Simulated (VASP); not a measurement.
## BeZn2Te3: relaxation of cell and atoms with PBE

BeZn2Te3:

```
Be Zn Te
1.0
    -0.00346    0.04122   -6.98793
     6.28925   -3.74758    0.02486
    -6.23902   -3.66065    0.01856
Be Zn Te
2 4 6
Direct
  0.98047 0.84345 0.85444
  0.50821 0.20177 0.16195
  0.98100 0.15651 0.50293
  0.99257 0.48774 0.16343
  0.51622 0.47937 0.83337
  0.50769 0.84249 0.50845
  0.85789 0.13757 0.14298
  0.87805 0.50734 0.82738
  0.88758 0.83811 0.52581
  0.35002 0.84512 0.84814
  0.41456 0.18193 0.46884
  0.37574 0.47859 0.16229
```

* Program: VASP 6.6.1
* Task: relaxation of cell and atoms
* Functional: PBE
* Potentials or basis: VASP PAW PBE potentials, release 64 (Be, Zn, Te)
* Cutoff: 600 eV
* k mesh: 2 × 2 × 2
* Occupations: gaussian, width 0.1 eV
* Spin: no spin polarisation
* Dipole correction: no
* Further INCAR settings: ALGO = Normal; EDIFF = 1e-06; IBRION = 2; EDIFFG = -0.025; NSW = 80; ISIF = 3

```
Relaxed volume                        : 27.06 Å³/atom
Relaxed cell                          : a = 6.960 Å, b = 7.335 Å, c = 7.339 Å, α = 119.92°, β = 89.99°, γ = 90.02°
Space group after relaxing (to 0.1 Å) : Cmc2_1 (No. 36)
Energy gained by relaxing             : 76.7 meV/atom
Ionic steps                           : 16
Pressure after relaxing               : 0.0 GPa
Largest force after relaxing          : 0.021 eV/Å
Band gap on the k mesh                : 1.73 eV
```

Forces on the atoms (eV/Å):
```
Be   0.017  0.005 -0.010
Be  -0.002  0.003 -0.005
Zn   0.009 -0.005 -0.001
Zn   0.009 -0.005 -0.006
Zn  -0.020  0.006  0.002
Zn  -0.010  0.002 -0.002
Te  -0.001 -0.007  0.010
Te   0.018  0.002  0.006
Te   0.004 -0.008  0.001
Te  -0.018  0.004  0.006
Te  -0.009  0.007 -0.008
Te   0.003 -0.003  0.005
```

Step by step:
| step | energy change (eV) | largest force (eV/Å) | pressure (GPa) | volume (Å³) |
| --- | --- | --- | --- | --- |
| 1 | 0.0000 | 1.8817 | 1.06 | 324.26 |
| 2 | -0.5017 | 1.0635 | -0.79 | 332.73 |
| 3 | -0.5792 | 0.7561 | -1.65 | 338.54 |
| 4 | -0.7950 | 0.6303 | -0.17 | 326.21 |
| 5 | -0.8133 | 0.6584 | 0.48 | 321.73 |
| 6 | -0.8786 | 0.3279 | 0.12 | 323.81 |
| 7 | -0.8898 | 0.1845 | -0.05 | 325.12 |
| 8 | -0.9033 | 0.1320 | -0.05 | 324.85 |
| 9 | -0.9069 | 0.1390 | -0.01 | 324.61 |
| 10 | -0.9132 | 0.1029 | 0.02 | 324.35 |
| 11 | -0.9149 | 0.1053 | 0.05 | 324.13 |
| 12 | -0.9190 | 0.0558 | -0.02 | 324.67 |
| 13 | -0.9193 | 0.0638 | -0.06 | 324.87 |
| 14 | -0.9206 | 0.0317 | 0.05 | 324.11 |
| 15 | -0.9206 | 0.0314 | 0.05 | 324.12 |
| 16 | -0.9210 | 0.0209 | -0.05 | 324.73 |

Final structure:
```
CELL_PARAMETERS angstrom
-0.00082 0.00074 -6.95979
6.35077 -3.67011 0.00135
-6.35270 -3.67569 -0.00053
ATOMIC_POSITIONS crystal
Be 0.99727 0.83835 0.84054
Be 0.49745 0.16136 0.15995
Zn 0.00149 0.16537 0.49421
Zn 0.00215 0.49195 0.16796
Zn 0.50212 0.50871 0.83222
Zn 0.50164 0.83442 0.50519
Te 0.85471 0.14659 0.14850
Te 0.88498 0.51732 0.83474
Te 0.88436 0.83211 0.51922
Te 0.35464 0.85367 0.85117
Te 0.38417 0.16798 0.48098
Te 0.38501 0.48217 0.16531
```

Levels at points of the mesh, in eV from the valence-band top:
```
           k point  band 42  band 43  band 44  band 45  band 46  band 47
(0.00, 0.00, 0.00)    -0.13    -0.02     0.00     1.73     1.81     2.85
(0.50, 0.00, 0.00)    -0.54    -0.53    -0.53     2.21     2.21     2.87
(0.00, 0.50, 0.00)    -0.95    -0.90    -0.82     2.00     2.77     3.24
(0.50, 0.50, 0.00)    -1.45    -1.39    -1.39     2.09     2.09     3.24
(0.00, 0.00, 0.50)    -0.96    -0.91    -0.82     2.00     2.75     3.26
(0.50, 0.00, 0.50)    -1.47    -1.39    -1.38     2.11     2.11     3.23
(0.00, 0.50, 0.50)    -0.94    -0.86    -0.76     1.99     2.68     3.33
(0.50, 0.50, 0.50)    -1.48    -1.36    -1.35     2.18     2.19     3.19
```

It took 36 min on 1 thread of Oxide Virtual Turin-like Processor, with other jobs on the host, peak memory 0.56 GiB.

Caveat: the k points lie up to 0.49 Å⁻¹ apart in the final cell; spin-orbit coupling is left out, which moves the levels of the heavy elements. A k mesh can miss the band edges.
